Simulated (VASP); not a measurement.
# Ta3Cr (Fm-3m) in VASP: a series of runs

Runs on Ta3Cr. Level: PBE. Tasks: single point, relaxation of cell and atoms.

Everything below comes from runs of VASP 6.6.1. Logs are shortened: lines on timing, memory, paths and dates and some standing lists are left out, and cuts for length are marked.

**1. The cell of the first run**

The structure is cubic, space group Fm-3m (No. 225). Conventional cell: a = 6.432 Å, b = 6.432 Å, c = 6.432 Å, α = 90.00°, β = 90.00°, γ = 90.00°. Within 3.7 Å of Ta (site symmetry -43m) lie 10 Ta at 2.79 to 3.22 Å and 4 Cr at 2.79 Å. Ta (site symmetry m-3m) has 8 Ta at 2.79 Å and 6 Cr at 3.22 Å within 3.7 Å. Within 3.7 Å of Cr (site symmetry m-3m) lie 14 Ta at 2.79 to 3.22 Å.

**2. Single point, PBE**

Contents of INCAR:

```
SYSTEM = Ta3Cr
PREC = Accurate ; ENCUT = 520
EDIFF = 1E-7 ; ISMEAR = 0
SIGMA = 0.1 ; LREAL = .FALSE.
LASPH = .TRUE. ; NELM = 80
ALGO = Fast ; ISIF = 2
LWAVE = .FALSE. ; LCHARG = .FALSE.
GGA = PE ; NBANDS = 30
```

Contents of KPOINTS:

```
Automatic mesh
0
G
  12 12 12
  0 0 0
```

Contents of POSCAR:

```
Ta3Cr
1.0
    0.0000000000      3.2160077037      3.2160077037
    3.2160077037      0.0000000000      3.2160077037
    3.2160077037      3.2160077037      0.0000000000
Ta Cr
3 1
Direct
    0.2500000000      0.2500000000      0.2500000000
    0.7500000000      0.7500000000      0.7500000000
    0.5000000000      0.5000000000      0.5000000000
    0.0000000000      0.0000000000      0.0000000000
```

Potentials or basis: VASP PAW PBE potentials, release 64 (Ta_pv, Cr_pv).

The run is started by

```bash
$ cat potpaw_PBE.64/Ta_pv/POTCAR potpaw_PBE.64/Cr_pv/POTCAR > POTCAR
$ mpirun -np 1 vasp_std > vasp.out
```

OUTCAR:

```text
SYSTEM = Ta3Cr
   PREC = Accurate
   ENCUT = 520
   EDIFF = 1E-7
   ISMEAR = 0
   LREAL = .FALSE.
   LASPH = .TRUE.
   NELM = 80
   ISIF = 2
   GGA = PE

 ion  position               nearest neighbor table
   1  0.250  0.250  0.250-   4 2.79   4 2.79   4 2.79   3 2.79   4 2.79   3 2.79   3 2.79   3 2.79
                             2 3.22   2 3.22   2 3.22   2 3.22   2 3.22   2 3.22
   2  0.750  0.750  0.750-   3 2.79   3 2.79   3 2.79   3 2.79   4 2.79   4 2.79   4 2.79   4 2.79
                             1 3.22   1 3.22   1 3.22   1 3.22   1 3.22   1 3.22
   3  0.500  0.500  0.500-   1 2.79   1 2.79   1 2.79   1 2.79   2 2.79   2 2.79   2 2.79   2 2.79
                             4 3.22   4 3.22   4 3.22   4 3.22   4 3.22   4 3.22
   4  0.000  0.000  0.000-   2 2.79   2 2.79   2 2.79   1 2.79   2 2.79   1 2.79   1 2.79   1 2.79
                             3 3.22   3 3.22   3 3.22   3 3.22   3 3.22   3 3.22

  LATTYP: Found a face centered cubic cell.
 ALAT       =     6.4320154074

  Lattice vectors:

 A1 = (   0.0000000000,   3.2160077037,   3.2160077037)
 A2 = (   3.2160077037,   0.0000000000,   3.2160077037)
 A3 = (   3.2160077037,   3.2160077037,   0.0000000000)

Analysis of symmetry for initial positions (statically):
=====================================================================
 Subroutine PRICEL returns:
 Original cell was already a primitive cell.

 Routine SETGRP: Setting up the symmetry group for a
 face centered cubic supercell.

 Subroutine GETGRP returns: Found 48 space group operations
 (whereof 48 operations were pure point group operations)
 out of a pool of 48 trial point group operations.

The static configuration has the point symmetry O_h .

Analysis of symmetry for dynamics (positions and initial velocities):
=====================================================================
 Subroutine PRICEL returns:
 Original cell was already a primitive cell.

 Routine SETGRP: Setting up the symmetry group for a
 face centered cubic supercell.

 Subroutine GETGRP returns: Found 48 space group operations
 (whereof 48 operations were pure point group operations)
 out of a pool of 48 trial point group operations.

The dynamic configuration has the point symmetry O_h .

 Subroutine INISYM returns: Found 48 space group operations
 (whereof 48 operations are pure point group operations),
 and found     1 'primitive' translations

----------------------------------------------------------------------------------------

                                     Primitive cell

  volume of cell :      66.5244

  direct lattice vectors                    reciprocal lattice vectors
     0.000000000  3.216007704  3.216007704    -0.155472264  0.155472264  0.155472264
     3.216007704  0.000000000  3.216007704     0.155472264 -0.155472264  0.155472264
     3.216007704  3.216007704  0.000000000     0.155472264  0.155472264 -0.155472264

  length of vectors
     4.548121711  4.548121711  4.548121711     0.269285861  0.269285861  0.269285861

  position of ions in fractional coordinates (direct lattice)
     0.250000000  0.250000000  0.250000000
     0.750000000  0.750000000  0.750000000
     0.500000000  0.500000000  0.500000000
     0.000000000  0.000000000  0.000000000

  ion indices of the primitive-cell ions
   primitive index   ion index
                 1           1
                 2           2
                 3           3
                 4           4

----------------------------------------------------------------------------------------

 KPOINTS: Automatic mesh

Automatic generation of k-mesh.
 Grid dimensions read from file:
 generate k-points for:   12   12   12

 Generating k-lattice:

  Cartesian coordinates                     Fractional coordinates (reciprocal lattice)
    -0.012956022  0.012956022  0.012956022     0.083333333  0.000000000  0.000000000
     0.012956022 -0.012956022  0.012956022     0.000000000  0.083333333  0.000000000
     0.012956022  0.012956022 -0.012956022     0.000000000  0.000000000  0.083333333

  Length of vectors
     0.022440488  0.022440488  0.022440488

  Shift w.r.t. Gamma in fractional coordinates (k-lattice)
     0.000000000  0.000000000  0.000000000

 Subroutine IBZKPT returns following result:
 ===========================================

 Found     72 irreducible k-points:

 Following reciprocal coordinates:
            Coordinates               Weight
  0.000000  0.000000  0.000000      1.000000
  0.083333  0.000000  0.000000      8.000000
  0.166667  0.000000  0.000000      8.000000
  0.250000  0.000000  0.000000      8.000000
  0.333333  0.000000  0.000000      8.000000
  0.416667  0.000000  0.000000      8.000000
[... 16 lines left out ...]
  0.500000  0.166667  0.000000     24.000000
 -0.416667  0.166667  0.000000     24.000000
 [... further k-points ...]
   k-points           NKPTS =     72   k-points in BZ     NKDIM =     72   number of bands    NBANDS=     30
   number of dos      NEDOS =    301   number of ions     NIONS =      4
   total plane-waves  NPLWV =  46656
   dimension x,y,z NGX =    36 NGY =   36 NGZ =   36
   dimension x,y,z NGXF=    72 NGYF=   72 NGZF=   72
   ions per type =               3   1
   NGX,Y,Z   is equivalent  to a cutoff of  13.16, 13.16, 13.16 a.u.
   NGXF,Y,Z  is equivalent  to a cutoff of  26.32, 26.32, 26.32 a.u.
 SYSTEM =  Ta3Cr
   PREC   = accura    normal or accurate (medium, high low for compatibility)
   ISTART =      0    job   : 0-new  1-cont  2-samecut
   ICHARG =      2    charge: 1-file 2-atom 10-const
   ISPIN  =      1    spin polarized calculation?
   LNONCOLLINEAR =      F non collinear calculations
   LSORBIT =      F    spin-orbit coupling
   LASPH  =      T    aspherical Exc in radial PAW
   ENCUT  =  520.0 eV  38.22 Ry    6.18 a.u.   8.46  8.46  8.46*2*pi/ulx,y,z
   NELM   =     80;   NELMIN=  2; NELMDL= -5     # of ELM steps
   EDIFF  = 0.1E-06   stopping-criterion for ELM
   LREAL  =      F    real-space projection
   EDIFFG = 0.1E-05   stopping-criterion for IOM
   NSW    =      0    number of steps for IOM
   IBRION =     -1    ionic relax: 0-MD 1-quasi-New 2-CG
   NFREE  =      0    steps in history (QN), initial steepest desc. (CG)
   ISIF   =      2    stress and relaxation
   ISYM   =      2    0-nonsym 1-usesym 2-fastsym
   POTIM  = 0.5000    time-step for ionic-motion
   TEBEG  =    0.0;   TEEND  =   0.0 temperature during run
   PSTRESS=    0.0 pullay stress
   NELECT =      45.0000    total number of electrons
   NUPDOWN=      -1.0000    fix difference up-down
   EMIN   =  10.00;   EMAX   =-10.00  energy-range for DOS
   EFERMI =   0.00;   METHOD = LEGACY
   ISMEAR =     0;   SIGMA  =   0.10  broadening in eV -4-tet -1-fermi 0-gaus
   EFERMI_NEDOS =   21; number of points for ismear=-14 and -15
   IALGO  =     68    algorithm
   IMIX   =      4    mixing-type and parameters
     AMIX     =   0.40;   BMIX     =  1.00
     AMIX_MAG =   1.60;   BMIX_MAG =  1.00
  volume/ion in A,a.u.               =      16.63       112.23
  Fermi-wavevector in a.u.,A,eV,Ry     =   1.437094  2.715714 28.099295  2.065240
  Thomas-Fermi vector in A             =   2.556210
   LORBIT       =      0    0 simple, 1 ext, 2 COOP (PROOUT), +10 PAW based schemes
   GGA     = PE    functional components
   LHFCALC =     F    Hartree Fock is set to
   AEXX    =    0.0000 exact exchange contribution
   IVDW    =     0    specifies the selected vdW correction
   LEPSILON=     F    determine dielectric tensor
   LRPA    =     F    only Hartree local field effects (RPA)
 non-spin polarized calculation
 RMM-DIIS sequential band-by-band and
 Gauss-broadening in eV      SIGMA  =   0.10
  energy-cutoff  :      520.00
  volume of cell :       66.52
 maximum number of plane-waves:      1820
 NGX is ok and might be reduce to    36
   NGX = 17   NGY = 17   NGZ = 17

 number of electron      45.0000001 magnetization

 Free energy of the ion-electron system (eV)
  ---------------------------------------------------
  ext. energy  EPLUGINS =         0.00000000
  ---------------------------------------------------
  free energy    TOTEN  =       -44.65205631 eV

  energy without entropy =      -44.62766556  energy(sigma->0) =      -44.63986094

 E-fermi :   6.2256     XC(G=0): -12.7259

 val. band max:        6.2241030324   @ k =   0.3333   0.2500   0.0000
 cond. band min:       6.2324881707   @ k =  -0.1667   0.0833   0.0000
 fundamental gap:      0.0083851383
 Fermi energy:         6.2255765808

 k-point     1 :       0.0000    0.0000    0.0000
  band No.  band energies     occupation
      1     -36.3157      2.00000
      2     -36.3157      2.00000
      3     -36.3157      2.00000
      4     -27.6255      2.00000
      5     -27.6255      2.00000
      6     -27.6255      2.00000
[... 22 lines left out ...]
     29      11.5987      0.00000
     30      11.6780      0.00000

 k-point     2 :       0.0833    0.0000    0.0000
  band No.  band energies     occupation
      1     -36.3157      2.00000
      2     -36.3157      2.00000
      3     -36.3157      2.00000
      4     -27.6645      2.00000
      5     -27.6452      2.00000
      6     -27.6452      2.00000
[... 22 lines left out ...]
     29      11.0041      0.00000
     30      11.2592      0.00000

 k-point     3 :       0.1667    0.0000    0.0000
  band No.  band energies     occupation
      1     -36.3159      2.00000
      2     -36.3159      2.00000
      3     -36.3156      2.00000
      4     -27.7072      2.00000
      5     -27.6819      2.00000
      6     -27.6819      2.00000
[... 22 lines left out ...]
     29      10.7801      0.00000
     30      10.9582      0.00000

 k-point     4 :       0.2500    0.0000    0.0000
  band No.  band energies     occupation
      1     -36.3161      2.00000
      2     -36.3161      2.00000
      3     -36.3156      2.00000
      4     -27.7247      2.00000
      5     -27.7176      2.00000
      6     -27.7176      2.00000
[... 22 lines left out ...]
     29      10.0679      0.00000
     30      10.8540      0.00000

 k-point     5 :       0.3333    0.0000    0.0000
  band No.  band energies     occupation
      1     -36.3163      2.00000
      2     -36.3163      2.00000
      3     -36.3155      2.00000
      4     -27.7462      2.00000
      5     -27.7462      2.00000
      6     -27.7177      2.00000
[... 22 lines left out ...]
     29       9.5870      0.00000
     30      10.7787      0.00000
[... 526 lines left out ...]
     29       9.8677      0.00000
     30      10.1574      0.00000

 k-point    22 :       0.4167    0.1667    0.0000
  band No.  band energies     occupation
      1     -36.3168      2.00000
      2     -36.3166      2.00000
      3     -36.3152      2.00000
      4     -27.8199      2.00000
      5     -27.7944      2.00000
      6     -27.6744      2.00000
[... 22 lines left out ...]
     29       9.4855      0.00000
     30      10.2540      0.00000

 k-point    23 :       0.5000    0.1667    0.0000
  band No.  band energies     occupation
      1     -36.3169      2.00000
      2     -36.3165      2.00000
      3     -36.3155      2.00000
      4     -27.8174      2.00000
      5     -27.7921      2.00000
      6     -27.6844      2.00000
[... 22 lines left out ...]
     29       9.3979      0.00000
     30      10.3886      0.00000

 k-point    24 :      -0.4167    0.1667    0.0000
  band No.  band energies     occupation
      1     -36.3167      2.00000
      2     -36.3164      2.00000
      3     -36.3157      2.00000
      4     -27.8012      2.00000
      5     -27.7915      2.00000
      6     -27.6966      2.00000
[... 22 lines left out ...]
     29       9.5143      0.00000
     30      10.4881      0.00000

 [... further k-points ...]

------------------------ aborting loop because EDIFF is reached ----------------------------------------

  FORCE on cell =-STRESS in cart. coord.  units (eV):
  Direction    XX          YY          ZZ          XY          YZ          ZX
  --------------------------------------------------------------------------------------
  -------------------------------------------------------------------------------------
  Total        0.0251322      0.0251322      0.0251322     -0.0000000      0.0000000      0.0000000
  in kB        0.6052839      0.6052839      0.6052839     -0.0000000      0.0000000      0.0000000
  external PRESSURE =       0.6052839 kB  Pullay stress =       0.0000000 kB

 VOLUME and BASIS-vectors are now :
 -----------------------------------------------------------------------------
  energy-cutoff  :      520.00
  volume of cell :       66.52
      direct lattice vectors                 reciprocal lattice vectors
     0.000000000  3.216007704  3.216007704    -0.155472264  0.155472264  0.155472264
     3.216007704  0.000000000  3.216007704     0.155472264 -0.155472264  0.155472264
     3.216007704  3.216007704  0.000000000     0.155472264  0.155472264 -0.155472264

 POSITION                                       TOTAL-FORCE (eV/Angst)
 -----------------------------------------------------------------------------------
      1.60800      1.60800      1.60800        -0.000000     -0.000000     -0.000000
      4.82401      4.82401      4.82401         0.000000      0.000000      0.000000
      3.21601      3.21601      3.21601        -0.000000     -0.000000     -0.000000
      0.00000      0.00000      0.00000        -0.000000     -0.000000     -0.000000
 -----------------------------------------------------------------------------------
    total drift:                                0.000000      0.000000      0.000000

  FREE ENERGIE OF THE ION-ELECTRON SYSTEM (eV)
  ---------------------------------------------------
  free  energy   TOTEN  =       -44.6520563138 eV

  energy  without entropy=      -44.6276655618  energy(sigma->0) =      -44.63986094
```

Wall time 98 s (1 thread of Intel Xeon 6975P-C (Granite Rapids), shared host); peak memory 0.29 GiB.

What came out:

```yaml
Free_energy: -44.6521 eV
Pressure: 0.1 GPa
Band_gap_on_the_k_mesh: zero (an odd number of electrons rules out a gap without spin polarisation)
```

Caveat: spin-orbit coupling is left out, which moves the levels of the heavy elements; the run has no spin polarisation, though such a crystal can be magnetic.

[end of part 1 of 2]
